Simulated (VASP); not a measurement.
**WS2: single point with PBEsol**

WS2:

```
W S
1.0
     3.02024    0.00165    0.00000
    -1.50862    2.74556    0.00000
     0.00000    0.00000   12.77794
W S
2 4
Direct
  0.33358 0.66714 0.25000
  0.66642 0.33286 0.75000
  0.33581 0.67191 0.62588
  0.66419 0.32809 0.12588
  0.33581 0.67191 0.87412
  0.66419 0.32809 0.37412
```

This cell differs from its parent crystal: uniaxial strain along a: -4.0 %, then relaxed in part.

* Program: VASP 6.6.1
* Task: single point
* Functional: PBEsol
* Potentials or basis: VASP PAW PBE potentials, release 64 (W_sv, S)
* Cutoff: 500 eV
* k mesh: 12 × 12 × 2
* Occupations: gaussian, width 0.02 eV
* Spin: no spin polarisation

```
Pressure               : 3.8 GPa
Largest force          : 0.022 eV/Å
Band gap on the k mesh : 1.17 eV (least direct gap 2.10 eV)
```

Forces on the atoms (eV/Å):
```
W    0.000  0.001  0.000
W    0.000 -0.001  0.000
S    0.000  0.001 -0.022
S    0.000 -0.001 -0.022
S    0.000  0.001  0.022
S    0.000 -0.001  0.022
```

Stress tensor (GPa, compression positive):
```
11.10 -0.11  0.00
-0.11  0.04  0.00
 0.00  0.00  0.14
```

Levels at points of the mesh, in eV from the valence-band top:
| k point | band 22 | band 23 | band 24 | band 25 | band 26 | band 27 | band 28 | band 29 | band 30 | band 31 |
| --- | --- | --- | --- | --- | --- | --- | --- | --- | --- | --- |
| (0.00, 0.00, 0.00) | -1.62 | -1.53 | -1.50 | -1.19 | 0.00 | 2.56 | 2.64 | 2.65 | 2.69 | 2.97 |
| (0.50, 0.00, 0.00) | -2.56 | -1.62 | -1.48 | -1.31 | -1.23 | 2.77 | 2.81 | 3.09 | 3.37 | 3.49 |
| (0.00, 0.50, 0.00) | -2.77 | -1.61 | -1.50 | -1.05 | -0.93 | 2.88 | 2.91 | 3.07 | 3.30 | 3.61 |
| (0.50, 0.50, 0.00) | -2.55 | -1.63 | -1.49 | -1.30 | -1.22 | 2.78 | 2.82 | 3.09 | 3.37 | 3.49 |
| (0.00, 0.00, 0.50) | -1.94 | -1.51 | -1.51 | -0.35 | -0.35 | 2.60 | 2.60 | 2.66 | 2.66 | 2.97 |
| (0.50, 0.00, 0.50) | -2.64 | -1.55 | -1.55 | -1.27 | -1.27 | 2.80 | 2.80 | 3.29 | 3.29 | 3.65 |
| (0.00, 0.50, 0.50) | -2.85 | -1.55 | -1.55 | -0.99 | -0.99 | 2.90 | 2.90 | 3.20 | 3.20 | 3.89 |
| (0.50, 0.50, 0.50) | -2.64 | -1.56 | -1.56 | -1.26 | -1.26 | 2.81 | 2.81 | 3.29 | 3.29 | 3.65 |

Run time: 4.9 min on 1 thread of AMD EPYC 9R45 96-Core Processor (Zen 5), with other jobs on the host, peak memory 0.47 GiB.

Caveat: the cell differs from its parent crystal (uniaxial strain along a: -4.0 %, then relaxed in part); the cell stands under pressure; the PAW data sets were made with another functional, which shifts forces and pressure a little; spin-orbit coupling is left out, which moves the levels of the heavy elements; this functional lacks dispersion, which binds the layers, so the pressure and a relaxed spacing across them are unreliable. A k mesh can miss the band edges.
